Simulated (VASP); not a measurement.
# Si3Au (P6_3/mmc) in VASP: notebook, part 2 of 3

VASP 6.6.1. Earlier steps stand in the parts before.

## (5) Relaxation of cell and atoms, PBE

The input, INCAR:

```
SYSTEM = Si3Au
PREC = Accurate
ENCUT = 600
EDIFF = 1E-6
ISMEAR = 0
SIGMA = 0.1
LREAL = .FALSE.
LASPH = .TRUE.
NELM = 80
ALGO = Normal
ISIF = 3
LWAVE = .FALSE.
LCHARG = .FALSE.
GGA = PE
IBRION = 2
NSW = 90
EDIFFG = -0.04
```

The input, KPOINTS:

```
regular mesh
0
G
  6 6 4
  0 0 0
```

The input, POSCAR:

```
Si3Au
1.0
    5.6889428951      0.0000000000      0.0000000000
   -2.8444714475      4.9267690678      0.0000000000
    0.0000000000      0.0000000000      4.5662544335
Si Au
6 2
Direct
    0.8330000000      0.6660000000      0.2500000000
    0.1670000000      0.8330000000      0.7500000000
    0.3340000000      0.1670000000      0.2500000000
    0.1670000000      0.3340000000      0.7500000000
    0.8330000000      0.1670000000      0.2500000000
    0.6660000000      0.8330000000      0.7500000000
    0.3333333333      0.6666666667      0.2500000000
    0.6666666667      0.3333333333      0.7500000000
```

Potentials or basis: VASP PAW PBE potentials, release 64 (Si, Au).

Started as:

```console
> cat potpaw_PBE.64/Si/POTCAR potpaw_PBE.64/Au/POTCAR > POTCAR
> mpirun -np 1 vasp_std > vasp.out
```

OUTCAR:

```text
SYSTEM = Si3Au
   PREC = Accurate
   ENCUT = 600
   EDIFF = 1E-6
   ISMEAR = 0
   LREAL = .FALSE.
   LASPH = .TRUE.
   NELM = 80
   ISIF = 3
   GGA = PE
   IBRION = 2
   NSW = 90
   EDIFFG = -0.04

 ion  position               nearest neighbor table
   1  0.833  0.666  0.250-   8 2.81   8 2.81   6 2.81   6 2.81   2 2.81   2 2.81   5 2.84   3 2.84
                             7 2.84   7 2.84   5 2.85   3 2.85
   2  0.167  0.833  0.750-   7 2.81   7 2.81   3 2.81   3 2.81   1 2.81   1 2.81   4 2.84   6 2.84
                             8 2.84   8 2.84   4 2.85   6 2.85
   3  0.334  0.167  0.250-   8 2.81   8 2.81   2 2.81   2 2.81   4 2.81   4 2.81   1 2.84   5 2.84
                             7 2.84   7 2.84   1 2.85   5 2.85
   4  0.167  0.334  0.750-   7 2.81   7 2.81   3 2.81   3 2.81   5 2.81   5 2.81   2 2.84   6 2.84
                             8 2.84   8 2.84   2 2.85   6 2.85
   5  0.833  0.167  0.250-   8 2.81   8 2.81   6 2.81   6 2.81   4 2.81   4 2.81   1 2.84   3 2.84
                             7 2.84   7 2.84   1 2.85   3 2.85
   6  0.666  0.833  0.750-   7 2.81   7 2.81   5 2.81   5 2.81   1 2.81   1 2.81   4 2.84   2 2.84
                             8 2.84   8 2.84   4 2.85   2 2.85
   7  0.333  0.667  0.250-   2 2.81   2 2.81   4 2.81   4 2.81   6 2.81   6 2.81   3 2.84   1 2.84
                             5 2.84   5 2.84   3 2.84   1 2.84
   8  0.667  0.333  0.750-   5 2.81   5 2.81   1 2.81   1 2.81   3 2.81   3 2.81   6 2.84   4 2.84
                             2 2.84   2 2.84   6 2.84   4 2.84

  LATTYP: Found a hexagonal cell.
 ALAT       =     5.6889428951
 C/A-ratio  =     0.8026542923

  Lattice vectors:

 A1 = (   5.6889428951,   0.0000000000,   0.0000000000)
 A2 = (  -2.8444714475,   4.9267690678,   0.0000000000)
[... 196 lines left out ...]
  Total        0.8962758      0.8962758      2.3908324      0.0000000      0.0000000     -0.0000000
  in kB       11.2201426     11.2201426     29.9299389      0.0000000      0.0000000     -0.0000000
  external PRESSURE =      17.4567413 kB  Pullay stress =       0.0000000 kB
[... 107 lines left out ...]
  FREE ENERGIE OF THE ION-ELECTRON SYSTEM (eV)
  ---------------------------------------------------
  free  energy   TOTEN  =       -34.9683150936 eV

  energy  without entropy=      -34.9432729461  energy(sigma->0) =      -34.95579402

[... ionic steps 4 to 10 ...]

--------------------------------------- Ionic step       11  -------------------------------------------

 number of electron      46.0000006 magnetization

------------------------ aborting loop because EDIFF is reached ----------------------------------------
[... 79 lines left out ...]
--------------------------------------- Ionic step       13  -------------------------------------------

 number of electron      46.0000006 magnetization

 Free energy of the ion-electron system (eV)
  ---------------------------------------------------
  ext. energy  EPLUGINS =         0.00000000
  ---------------------------------------------------
  free energy    TOTEN  =       -35.09831364 eV

  energy without entropy =      -35.08269076  energy(sigma->0) =      -35.09050220

 E-fermi :   9.2048     XC(G=0): -11.2520

 val. band max:        9.1969567844   @ k =   0.3333   0.0000   0.2500
 cond. band min:       9.2225362075   @ k =   0.5000  -0.0000   0.0000
 fundamental gap:      0.0255794232
 Fermi energy:         9.2047826452

 k-point     1 :       0.0000    0.0000    0.0000
  band No.  band energies     occupation
      1      -4.0199      2.00000
      2       0.3910      2.00000
      3       0.3910      2.00000
      4       1.1824      2.00000
      5       2.1186      2.00000
      6       2.6974      2.00000
[... 675 lines left out ...]
  FREE ENERGIE OF THE ION-ELECTRON SYSTEM (eV)
  ---------------------------------------------------
  free  energy   TOTEN  =       -35.0983136423 eV

  energy  without entropy=      -35.0826907628  energy(sigma->0) =      -35.09050220

 reached required accuracy - stopping structural energy minimisation
```

OSZICAR:

```text
N       E                     dE             d eps       ncg     rms          rms(c)
DAV:   1     0.201182381629E+03    0.20118E+03   -0.22280E+04  1176   0.164E+03
DAV:   2    -0.234335377678E+02   -0.22462E+03   -0.21485E+03  1304   0.266E+02
DAV:   3    -0.374004172735E+02   -0.13967E+02   -0.13375E+02  1520   0.502E+01
[... 122 lines left out ...]
DAV:   2    -0.350983450791E+02    0.26448E-03   -0.21838E-03  1304   0.387E-01    0.592E-02
DAV:   3    -0.350983254547E+02    0.19624E-04   -0.12270E-04  1340   0.638E-02    0.396E-02
DAV:   4    -0.350983150210E+02    0.10434E-04   -0.66557E-05  1280   0.522E-02    0.959E-03
DAV:   5    -0.350983132337E+02    0.17873E-05   -0.12510E-05  1256   0.316E-02    0.514E-03
DAV:   6    -0.350983136423E+02   -0.40858E-06   -0.12327E-06   596   0.615E-03
  13 F= -.35098314E+02 E0= -.35090502E+02  d E =-.121968E-02
```

CONTCAR:

```text
Si3Au
   1.00000000000000
     5.7534507178470369    0.0000000000006312   -0.0000000000000000
    -2.8767253588724042    4.9826344810402574    0.0000000000000000
    -0.0000000000000000    0.0000000000000000    4.5662802581120294
  Si              Au
     6     2
Direct
     0.8450886829915633    0.6901773659831273    0.2500000000000000
     0.1549113170084366    0.8450886829915639    0.7500000000000000
     0.3098226340168732    0.1549113170084366    0.2500000000000000
     0.1549113170084366    0.3098226340168725    0.7500000000000000
     0.8450886829915634    0.1549113170084360    0.2500000000000000
     0.6901773659831265    0.8450886829915633    0.7500000000000000
     0.3333333332999970    0.6666666667000030    0.2500000000000000
     0.6666666667000030    0.3333333332999970    0.7500000000000000

  0.00000000E+00  0.00000000E+00  0.00000000E+00
  0.00000000E+00  0.00000000E+00  0.00000000E+00
  0.00000000E+00  0.00000000E+00  0.00000000E+00
  0.00000000E+00  0.00000000E+00  0.00000000E+00
  0.00000000E+00  0.00000000E+00  0.00000000E+00
  0.00000000E+00  0.00000000E+00  0.00000000E+00
  0.00000000E+00  0.00000000E+00  0.00000000E+00
  0.00000000E+00  0.00000000E+00  0.00000000E+00
```

Wall time 7.4 min (1 thread of AMD EPYC 9R45 (Zen 5), shared host); peak memory 0.31 GiB.

What came out:

```
Free energy                           : -35.0983 eV
Relaxed volume                        : 16.36 Å³/atom
Relaxed cell                          : a = 5.753 Å, b = 5.753 Å, c = 4.566 Å, α = 90.00°, β = 90.00°, γ = 120.00°
Space group after relaxing (to 0.1 Å) : P6_3/mmc (No. 194)
Energy gained by relaxing             : 25.4 meV/atom
Ionic steps                           : 13
Pressure after relaxing               : 0.1 GPa
Largest force after relaxing          : 0.023 eV/Å
Band gap on the k mesh                : zero (bands 23 and 24 overlap by 4.10 eV)
```

Forces in eV/Å, atoms in the order of the input:
```
Si   0.000  0.023  0.000
Si  -0.020  0.012  0.000
Si  -0.020 -0.012  0.000
Si   0.000 -0.023  0.000
Si   0.020 -0.012  0.000
Si   0.020  0.012  0.000
Au   0.000  0.000  0.000
Au   0.000  0.000  0.000
```

Stress tensor (GPa, compression positive):
```
 0.17  0.00  0.00
 0.00  0.17  0.00
 0.00  0.00 -0.18
```

The path:
```csv
step,energy change (eV),largest force (eV/Å),pressure (GPa),volume (Å³)
1,0.0000,0.4294,1.75,127.98
2,-0.0640,0.3775,-0.81,131.24
3,-0.0732,0.3360,-2.04,133.09
4,-0.1224,0.2493,-1.51,132.31
5,-0.1529,0.0447,-0.48,131.17
6,-0.1731,0.0459,0.20,130.22
7,-0.1879,0.0426,1.47,128.63
8,-0.1962,0.0672,0.91,129.52
9,-0.1966,0.0759,0.77,129.80
10,-0.2015,0.0648,0.11,130.70
11,-0.2020,0.0597,-0.17,131.15
12,-0.2028,0.0435,-0.08,131.04
13,-0.2032,0.0234,0.05,130.90
```

Final structure:
```
Si Au
1.0
     5.75345    0.00000    0.00000
    -2.87673    4.98263    0.00000
     0.00000    0.00000    4.56628
Si Au
6 2
Cartesian
  2.8767 3.4389 1.1416
  -1.5398 4.2108 3.4247
  1.3369 0.7719 1.1416
  0.0000 1.5437 3.4247
  4.4165 0.7719 1.1416
  1.5398 4.2108 3.4247
  0.0000 3.3218 1.1416
  2.8767 1.6609 3.4247
```

Levels at points of the mesh, in eV from the Fermi level:
```csv
k point,band 20,band 21,band 22,band 23,band 24,band 25,band 26,band 27
"(0.00, 0.00, 0.00)",-0.94,-0.94,-0.75,-0.75,-0.07,-0.07,0.45,1.78
"(0.50, 0.00, 0.00)",-1.88,-1.57,-1.43,-0.49,-0.22,0.02,0.09,0.78
"(0.00, 0.00, 0.50)",-2.82,-2.29,-2.29,-2.29,-2.29,2.55,2.55,3.84
"(0.50, 0.00, 0.50)",-1.16,-0.54,-0.54,0.05,0.05,1.21,1.21,2.20
```

Caveat: spin-orbit coupling is left out, which moves the levels of the heavy elements.

## (6) Single point, PBE

This run uses another cell than the first one, of 16.34 Å³/atom.

The input, INCAR:

```
SYSTEM = Si3Au
ALGO     = Normal         ! electronic algorithm
EDIFF    = 1E-6           ! SCF threshold, eV
ENCUT    = 520            ! plane-wave cutoff, eV
GGA      = PE             ! functional
ISIF     = 2              ! what is computed and relaxed
ISMEAR   = 0              ! smearing method
LASPH    = .TRUE.         ! aspherical terms in the spheres
LCHARG   = .FALSE.        ! write CHGCAR
LREAL    = .FALSE.        ! projectors in reciprocal space
LWAVE    = .FALSE.        ! write WAVECAR
NBANDS   = 33             ! bands
NELM     = 80             ! most SCF steps
PREC     = Accurate       ! precision mode
SIGMA    = 0.1            ! smearing width, eV
```

The input, KPOINTS:

```
k-points
0
G
  12 12 8
  0 0 0
```

The input, POSCAR:

```
Si3Au
1.0
    5.7754797881      0.0000000000      0.0000000000
   -2.8877398940      5.0017122156      0.0000000000
    0.0000000000      0.0000000000      4.5238243567
Si Au
6 2
Direct
    0.8381979173      0.6763958346      0.2500000000
    0.1618020827      0.8381979173      0.7500000000
    0.3236041654      0.1618020827      0.2500000000
    0.1618020827      0.3236041654      0.7500000000
    0.8381979173      0.1618020827      0.2500000000
    0.6763958346      0.8381979173      0.7500000000
    0.3333333333      0.6666666667      0.2500000000
    0.6666666667      0.3333333333      0.7500000000
```

Potentials or basis: VASP PAW PBE potentials, release 64 (Si, Au).

Started as:

```console
> cat potpaw_PBE.64/Si/POTCAR potpaw_PBE.64/Au/POTCAR > POTCAR
> mpirun -np 1 vasp_std > vasp.out
```

OUTCAR:

```text
SYSTEM = Si3Au
   EDIFF = 1E-6
   ENCUT = 520
   GGA = PE
   ISIF = 2
   ISMEAR = 0
   LASPH = .TRUE.
   LREAL = .FALSE.
   NELM = 80
   PREC = Accurate

 ion  position               nearest neighbor table
   1  0.838  0.676  0.250-   6 2.78   6 2.78   2 2.78   2 2.78   5 2.80   3 2.80   8 2.84   8 2.84
                             7 2.89   7 2.89   5 2.97   3 2.97
   2  0.162  0.838  0.750-   1 2.78   1 2.78   3 2.78   3 2.78   6 2.80   4 2.80   7 2.84   7 2.84
                             8 2.89   8 2.89   6 2.97   4 2.97
   3  0.324  0.162  0.250-   4 2.78   4 2.78   2 2.78   2 2.78   5 2.80   1 2.80   8 2.84   8 2.84
                             7 2.89   7 2.89   5 2.97   1 2.97
   4  0.162  0.324  0.750-   3 2.78   3 2.78   5 2.78   5 2.78   2 2.80   6 2.80   7 2.84   7 2.84
                             8 2.89   8 2.89   2 2.97   6 2.97
   5  0.838  0.162  0.250-   4 2.78   4 2.78   6 2.78   6 2.78   3 2.80   1 2.80   8 2.84   8 2.84
                             7 2.89   7 2.89   3 2.97   1 2.97
   6  0.676  0.838  0.750-   1 2.78   1 2.78   5 2.78   5 2.78   2 2.80   4 2.80   7 2.84   7 2.84
                             8 2.89   8 2.89   2 2.97   4 2.97
   7  0.333  0.667  0.250-   2 2.84   2 2.84   6 2.84   6 2.84   4 2.84   4 2.84   1 2.89   3 2.89
                             5 2.89   5 2.89   1 2.89   3 2.89
   8  0.667  0.333  0.750-   5 2.84   5 2.84   3 2.84   3 2.84   1 2.84   1 2.84   4 2.89   6 2.89
[... 1070 lines left out ...]
     33      13.4761      0.00000

 [... further k-points ...]

------------------------ aborting loop because EDIFF is reached ----------------------------------------

  FORCE on cell =-STRESS in cart. coord.  units (eV):
  Direction    XX          YY          ZZ          XY          YZ          ZX
  --------------------------------------------------------------------------------------
  -------------------------------------------------------------------------------------
  Total       -0.1174642     -0.1174642     -0.0964076     -0.0000000      0.0000000      0.0000000
  in kB       -1.4401366     -1.4401366     -1.1819776     -0.0000000      0.0000000      0.0000000
  external PRESSURE =      -1.3540836 kB  Pullay stress =       0.0000000 kB

 VOLUME and BASIS-vectors are now :
 -----------------------------------------------------------------------------
  energy-cutoff  :      520.00
  volume of cell :      130.68
      direct lattice vectors                 reciprocal lattice vectors
     5.775479788  0.000000000  0.000000000     0.173145788  0.099965767  0.000000000
    -2.887739894  5.001712216  0.000000000     0.000000000  0.199931535  0.000000000
     0.000000000  0.000000000  4.523824357     0.000000000  0.000000000  0.221051907

 POSITION                                       TOTAL-FORCE (eV/Angst)
 -----------------------------------------------------------------------------------
      2.88774      3.38314      1.13096        -0.000000     -0.001641     -0.000000
     -1.48601      4.19242      3.39287         0.001421     -0.000820      0.000000
      1.40173      0.80929      1.13096         0.001421      0.000820     -0.000000
      0.00000      1.61857      3.39287         0.000000      0.001641      0.000000
      4.37375      0.80929      1.13096        -0.001421      0.000820      0.000000
      1.48601      4.19242      3.39287        -0.001421     -0.000820      0.000000
     -0.00000      3.33447      1.13096         0.000000      0.000000      0.000000
      2.88774      1.66724      3.39287        -0.000000      0.000000      0.000000
 -----------------------------------------------------------------------------------
    total drift:                               -0.000000      0.000000     -0.000000

  FREE ENERGIE OF THE ION-ELECTRON SYSTEM (eV)
  ---------------------------------------------------
  free  energy   TOTEN  =       -34.8672843960 eV

  energy  without entropy=      -34.8510730101  energy(sigma->0) =      -34.85917870
```

stdout:

```text
POSCAR found type information on POSCAR SiAu
 POSCAR found :  2 types and       8 ions
 scaLAPACK will be used
 LDA part: xc-table for (Slater+PW92), standard interpolation
 POSCAR, INCAR and KPOINTS ok, starting setup
 FFT: planning ... GRIDC
 FFT: planning ... GRID_SOFT
 FFT: planning ... GRID
 WAVECAR not read
 entering main loop
```

Wall time 5.4 min (1 thread of Intel Xeon Platinum 8488C (Sapphire Rapids), shared host); peak memory 0.47 GiB.

What came out:

```
Free energy            : -34.8673 eV
Pressure               : -0.1 GPa
Band gap on the k mesh : zero (bands 23 and 24 overlap by 4.29 eV)
```

Levels at points of the mesh, in eV from the Fermi level:
| k point | band 21 | band 22 | band 23 | band 24 | band 25 | band 26 |
| --- | --- | --- | --- | --- | --- | --- |
| (0.00, 0.00, 0.00) | -0.68 | -0.49 | -0.49 | -0.15 | -0.15 | 0.80 |
| (0.50, 0.00, 0.00) | -1.59 | -1.21 | -0.39 | -0.24 | -0.18 | 0.12 |
| (0.00, 0.00, 0.50) | -2.35 | -2.35 | -2.35 | -2.35 | 3.22 | 3.22 |
| (0.50, 0.00, 0.50) | -0.67 | -0.67 | 0.32 | 0.32 | 1.10 | 1.10 |

Caveat: spin-orbit coupling is left out, which moves the levels of the heavy elements.

(Part 2 of 3 ends here.)

The gap in the log of VASP goes by the Fermi energy; the results here count the filled bands.